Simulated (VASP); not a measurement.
# Sb in VASP: single point with r2SCAN

Aim: the single point of Sb with r2SCAN.

All numbers are computed with VASP 6.6.1; they aren't measurements. Logs are shortened: lines on timing, memory, paths and dates and some standing lists are left out, and cuts for length are marked.

**1. The cell of the first run**

The typed cell holds 4 atoms: a = 5.342 Å, b = 5.342 Å, c = 4.373 Å, α = 90.00°, β = 90.00°, γ = 109.51°.

This isn't the form of Sb at room conditions, which is rhombohedral.

**2. Single point, r2SCAN**

File POSCAR:

```
Sb
1.0
    3.0825656805     -4.3623498888      0.0000000000
    3.0825656805      4.3623498888      0.0000000000
    0.0000000000      0.0000000000      4.3729775783
Sb
4
Direct
    0.1250019374      0.8749980626      0.2500533058
    0.6250019374      0.3749980626      0.2499466942
    0.8749980626      0.1250019374      0.7499466942
    0.3749980626      0.6250019374      0.7500533058
```

File INCAR.step1:

```
SYSTEM = Sb
PREC = Accurate
ENCUT = 520
ISMEAR = 0
SIGMA = 0.1
LREAL = .FALSE.
LASPH = .TRUE.
NELM = 80
NBANDS = 18
GGA = PE
ALGO = Normal
EDIFF = 1E-4
LWAVE = .TRUE.
LCHARG = .FALSE.
```

File INCAR.step2:

```
SYSTEM = Sb
PREC = Accurate
ENCUT = 520
EDIFF = 1E-7
ISMEAR = 0
SIGMA = 0.1
LREAL = .FALSE.
LASPH = .TRUE.
NELM = 80
ALGO = Normal
ISIF = 2
LWAVE = .FALSE.
LCHARG = .TRUE.
METAGGA = R2SCAN
LMIXTAU = .TRUE.
LELF = .TRUE.
LVHAR = .TRUE.
NBANDS = 18
ISTART = 1
```

File KPOINTS:

```
Automatic mesh
0
G
  10 10 10
  0 0 0
```

Potentials or basis: VASP PAW PBE potentials, release 64 (Sb).

On the command line:

```bash
cat potpaw_PBE.64/Sb/POTCAR > POTCAR
cp INCAR.step1 INCAR
mpirun -np 1 vasp_std > vasp.out
cp INCAR.step2 INCAR
mpirun -np 1 vasp_std > vasp.out
```

OUTCAR:

```text
SYSTEM = Sb
   PREC = Accurate
   ENCUT = 520
   EDIFF = 1E-7
   ISMEAR = 0
   LREAL = .FALSE.
   LASPH = .TRUE.
   NELM = 80
   ISIF = 2
   METAGGA = R2SCAN
   ISTART = 1

 ion  position               nearest neighbor table
   1  0.125  0.875  0.250-   2 3.08   2 3.08   3 3.09   4 3.09   4 3.09   3 3.09
   2  0.625  0.375  0.250-   1 3.08   1 3.08   4 3.09   3 3.09   3 3.09   4 3.09
   3  0.875  0.125  0.750-   4 3.08   4 3.08   1 3.09   2 3.09   2 3.09   1 3.09
   4  0.375  0.625  0.750-   3 3.08   3 3.08   2 3.09   1 3.09   1 3.09   2 3.09

  LATTYP: Found a base centered orthorhombic cell.
 ALAT       =     6.1651313610
 B/A-ratio  =     1.4151685125
 C/A-ratio  =     0.7093080945

  Lattice vectors:

 A1 = (   3.0825656805,  -4.3623498888,   0.0000000000)
 A2 = (   3.0825656805,   4.3623498888,   0.0000000000)
 A3 = (   0.0000000000,   0.0000000000,   4.3729775783)

Analysis of symmetry for initial positions (statically):
=====================================================================
 Subroutine PRICEL returns:
 Original cell was already a primitive cell.

 Routine SETGRP: Setting up the symmetry group for a
 base centered orthorhombic supercell.

 Subroutine GETGRP returns: Found  8 space group operations
 (whereof  4 operations were pure point group operations)
 out of a pool of  8 trial point group operations.

The static configuration has the point symmetry C_2h.
 The point group associated with its full space group is D_2h.

Analysis of symmetry for dynamics (positions and initial velocities):
=====================================================================
 Subroutine PRICEL returns:
 Original cell was already a primitive cell.

 Routine SETGRP: Setting up the symmetry group for a
 base centered orthorhombic supercell.

 Subroutine GETGRP returns: Found  8 space group operations
 (whereof  4 operations were pure point group operations)
 out of a pool of  8 trial point group operations.

The dynamic configuration has the point symmetry C_2h.
 The point group associated with its full space group is D_2h.

 Subroutine INISYM returns: Found  8 space group operations
 (whereof  4 operations are pure point group operations),
 and found     1 'primitive' translations

----------------------------------------------------------------------------------------

                                     Primitive cell

  volume of cell :     117.6089

  direct lattice vectors                    reciprocal lattice vectors
     3.082565681 -4.362349889  0.000000000     0.162202545 -0.114617124  0.000000000
     3.082565681  4.362349889  0.000000000     0.162202545  0.114617124  0.000000000
     0.000000000  0.000000000  4.372977578     0.000000000  0.000000000  0.228677139

  length of vectors
     5.341564165  5.341564165  4.372977578     0.198612062  0.198612062  0.228677139

  position of ions in fractional coordinates (direct lattice)
     0.125001937  0.874998063  0.250053306
     0.625001937  0.374998063  0.249946694
     0.874998063  0.125001937  0.749946694
     0.374998063  0.625001937  0.750053306

  ion indices of the primitive-cell ions
   primitive index   ion index
                 1           1
                 2           2
                 3           3
                 4           4

----------------------------------------------------------------------------------------

 KPOINTS: Automatic mesh

Automatic generation of k-mesh.
 Grid dimensions read from file:
 generate k-points for:   10   10   10

 Generating k-lattice:

  Cartesian coordinates                     Fractional coordinates (reciprocal lattice)
     0.016220255 -0.011461712  0.000000000     0.100000000  0.000000000  0.000000000
     0.016220255  0.011461712  0.000000000     0.000000000  0.100000000  0.000000000
     0.000000000  0.000000000  0.022867714     0.000000000  0.000000000  0.100000000

  Length of vectors
     0.019861206  0.019861206  0.022867714

  Shift w.r.t. Gamma in fractional coordinates (k-lattice)
     0.000000000  0.000000000  0.000000000

 Subroutine IBZKPT returns following result:
 ===========================================

 Found    186 irreducible k-points:

 Following reciprocal coordinates:
            Coordinates               Weight
  0.000000  0.000000  0.000000      1.000000
  0.100000 -0.000000  0.000000      4.000000
  0.200000 -0.000000  0.000000      4.000000
  0.300000 -0.000000  0.000000      4.000000
  0.400000  0.000000  0.000000      4.000000
  0.500000 -0.000000  0.000000      2.000000
[... 16 lines left out ...]
  0.300000  0.300000  0.000000      2.000000
  0.400000  0.300000  0.000000      4.000000
 [... further k-points ...]
   k-points           NKPTS =    186   k-points in BZ     NKDIM =    186   number of bands    NBANDS=     18
   number of dos      NEDOS =    301   number of ions     NIONS =      4
   total plane-waves  NPLWV =  57600
   dimension x,y,z NGX =    40 NGY =   40 NGZ =   36
   dimension x,y,z NGXF=    80 NGYF=   80 NGZF=   72
   ions per type =               4
   NGX,Y,Z   is equivalent  to a cutoff of  12.45, 12.45, 13.69 a.u.
   NGXF,Y,Z  is equivalent  to a cutoff of  24.90, 24.90, 27.37 a.u.
 SYSTEM =  Sb
   PREC   = accura    normal or accurate (medium, high low for compatibility)
   ISTART =      1    job   : 0-new  1-cont  2-samecut
   ICHARG =      0    charge: 1-file 2-atom 10-const
   ISPIN  =      1    spin polarized calculation?
   LNONCOLLINEAR =      F non collinear calculations
   LSORBIT =      F    spin-orbit coupling
   LASPH  =      T    aspherical Exc in radial PAW
   ENCUT  =  520.0 eV  38.22 Ry    6.18 a.u.   9.93  9.93  8.13*2*pi/ulx,y,z
   NELM   =     80;   NELMIN=  2; NELMDL=  0     # of ELM steps
   EDIFF  = 0.1E-06   stopping-criterion for ELM
   LREAL  =      F    real-space projection
   EDIFFG = 0.1E-05   stopping-criterion for IOM
   NSW    =      0    number of steps for IOM
   IBRION =     -1    ionic relax: 0-MD 1-quasi-New 2-CG
   NFREE  =      0    steps in history (QN), initial steepest desc. (CG)
   ISIF   =      2    stress and relaxation
   ISYM   =      2    0-nonsym 1-usesym 2-fastsym
   POTIM  = 0.5000    time-step for ionic-motion
   TEBEG  =    0.0;   TEEND  =   0.0 temperature during run
   PSTRESS=    0.0 pullay stress
   NELECT =      20.0000    total number of electrons
   NUPDOWN=      -1.0000    fix difference up-down
   EMIN   =  10.00;   EMAX   =-10.00  energy-range for DOS
   EFERMI =   0.00;   METHOD = LEGACY
   ISMEAR =     0;   SIGMA  =   0.10  broadening in eV -4-tet -1-fermi 0-gaus
   EFERMI_NEDOS =   21; number of points for ismear=-14 and -15
   IALGO  =     38    algorithm
   IMIX   =      4    mixing-type and parameters
     AMIX     =   0.40;   BMIX     =  1.00
     AMIX_MAG =   1.60;   BMIX_MAG =  1.00
  volume/ion in A,a.u.               =      29.40       198.42
  Fermi-wavevector in a.u.,A,eV,Ry     =   0.906995  1.713972 11.192691  0.822640
  Thomas-Fermi vector in A             =   2.030749
   LORBIT       =      0    0 simple, 1 ext, 2 COOP (PROOUT), +10 PAW based schemes
   METAGGA = R2SCAN    functional components
   LHFCALC =     F    Hartree Fock is set to
   AEXX    =    0.0000 exact exchange contribution
   IVDW    =     0    specifies the selected vdW correction
   LEPSILON=     F    determine dielectric tensor
   LRPA    =     F    only Hartree local field effects (RPA)
 non-spin polarized calculation
 Gauss-broadening in eV      SIGMA  =   0.10
  energy-cutoff  :      520.00
  volume of cell :      117.61
 maximum number of plane-waves:      3212
   NGX = 19   NGY = 19   NGZ = 17

 number of electron      20.0000001 magnetization

 Free energy of the ion-electron system (eV)
  ---------------------------------------------------
  ext. energy  EPLUGINS =         0.00000000
  ---------------------------------------------------
  free energy    TOTEN  =      -102.56975170 eV

  energy without entropy =     -102.55954829  energy(sigma->0) =     -102.56464999

 E-fermi :   7.2682     XC(G=0): -10.1744

 val. band max:        7.2553695721   @ k =   0.5000   0.2000   0.1000
 cond. band min:       7.2692527924   @ k =   0.0000   0.0000   0.4000
 fundamental gap:      0.0138832203
 Fermi energy:         7.2681718429

 k-point     1 :       0.0000    0.0000    0.0000
  band No.  band energies     occupation
      1      -5.8482      2.00000
      2      -1.2511      2.00000
      3      -1.2509      2.00000
      4      -0.3984      2.00000
      5       2.9615      2.00000
      6       2.9617      2.00000
[... 10 lines left out ...]
     17      13.2294      0.00000
     18      13.2295      0.00000

 k-point     2 :       0.1000   -0.0000    0.0000
  band No.  band energies     occupation
      1      -5.7897      2.00000
      2      -1.7536      2.00000
      3      -0.9962      2.00000
      4      -0.4401      2.00000
      5       2.8892      2.00000
      6       3.4329      2.00000
[... 10 lines left out ...]
     17      13.0915      0.00000
     18      13.8158      0.00000

 k-point     3 :       0.2000   -0.0000    0.0000
  band No.  band energies     occupation
      1      -5.6145      2.00000
      2      -2.4215      2.00000
      3      -0.9301      2.00000
      4      -0.5475      2.00000
      5       3.2166      2.00000
      6       3.6127      2.00000
[... 10 lines left out ...]
     17      13.3265      0.00000
     18      13.5801      0.00000

 k-point     4 :       0.3000   -0.0000    0.0000
  band No.  band energies     occupation
      1      -5.3243      2.00000
      2      -3.1335      2.00000
      3      -0.9350      2.00000
      4      -0.6818      2.00000
      5       3.8260      2.00000
      6       3.9082      2.00000
[... 375 lines left out ...]
      4       0.5101      2.00000
      5       1.9090      2.00000
      6       3.7575      2.00000
[... 10 lines left out ...]
     17      12.2372      0.00000
     18      13.0110      0.00000

 k-point    23 :       0.3000    0.3000    0.0000
  band No.  band energies     occupation
      1      -4.5103      2.00000
      2      -3.3375      2.00000
      3      -3.3373      2.00000
      4       1.0628      2.00000
      5       3.9922      2.00000
      6       4.5227      2.00000
[... 10 lines left out ...]
     17      11.9512      0.00000
     18      14.4008      0.00000

 k-point    24 :       0.4000    0.3000    0.0000
  band No.  band energies     occupation
      1      -4.0661      2.00000
      2      -3.9554      2.00000
      3      -3.2270      2.00000
      4       1.4784      2.00000
      5       2.9707      2.00000
      6       4.8659      2.00000
[... 10 lines left out ...]
     17      12.1803      0.00000
     18      13.6004      0.00000

 [... further k-points ...]

------------------------ aborting loop because EDIFF is reached ----------------------------------------

  FORCE on cell =-STRESS in cart. coord.  units (eV):
  Direction    XX          YY          ZZ          XY          YZ          ZX
  --------------------------------------------------------------------------------------
  -------------------------------------------------------------------------------------
  Total        0.0330103      0.0067213     -0.0038006      0.0000000     -0.0000000      0.0000000
  in kB        0.4496977      0.0915645     -0.0517753      0.0000000     -0.0000000      0.0000000
  external PRESSURE =       0.1631623 kB  Pullay stress =       0.0000000 kB

 VOLUME and BASIS-vectors are now :
 -----------------------------------------------------------------------------
  energy-cutoff  :      520.00
  volume of cell :      117.61
      direct lattice vectors                 reciprocal lattice vectors
     3.082565681 -4.362349889  0.000000000     0.162202545 -0.114617124  0.000000000
     3.082565681  4.362349889  0.000000000     0.162202545  0.114617124  0.000000000
     0.000000000  0.000000000  4.372977578     0.000000000  0.000000000  0.228677139

 POSITION                                       TOTAL-FORCE (eV/Angst)
 -----------------------------------------------------------------------------------
      3.08257      3.27175      1.09348         0.000000      0.000059     -0.001241
      3.08257     -1.09060      1.09301         0.000000      0.000059      0.001241
      3.08257     -3.27175      3.27950         0.000000     -0.000059      0.001241
      3.08257      1.09060      3.27997         0.000000     -0.000059     -0.001241
 -----------------------------------------------------------------------------------
    total drift:                                0.000000     -0.000000      0.000000

  FREE ENERGIE OF THE ION-ELECTRON SYSTEM (eV)
  ---------------------------------------------------
  free  energy   TOTEN  =      -102.5697516974 eV

  energy  without entropy=     -102.5595482916  energy(sigma->0) =     -102.56464999
```

Run time: 7.1 min. Hardware: 1 thread of Intel Xeon 6975P-C (Granite Rapids), shared host; peak memory 0.46 GiB.

Results:

* Free energy: -102.5698 eV
* Pressure: 0.0 GPa
* Band gap on the k mesh: zero (bands 10 and 11 overlap by 2.18 eV)

Levels at points of the mesh, in eV from the Fermi level:
```csv
k point,band 7,band 8,band 9,band 10,band 11,band 12,band 13,band 14
"(0.00, 0.00, 0.00)",-3.90,-3.87,0.57,0.57,1.74,1.74,2.40,3.43
"(0.50, 0.00, 0.00)",-1.95,-1.95,-1.66,-1.66,1.64,1.64,2.01,2.01
"(0.50, 0.50, 0.00)",-1.87,-1.84,-1.55,-1.55,-0.94,-0.94,5.11,5.14
"(0.00, 0.00, 0.50)",-3.86,-3.86,-1.53,-1.53,-0.91,-0.91,2.40,2.40
"(0.50, 0.00, 0.50)",-3.69,-3.69,-0.08,-0.08,-0.08,-0.08,3.89,3.89
"(0.50, 0.50, 0.50)",-4.31,-4.31,0.58,0.58,1.77,1.77,5.61,5.61
```

Caveat: the PAW data sets were made with another functional, which shifts forces and pressure a little; spin-orbit coupling is left out, which moves the levels of the heavy elements.
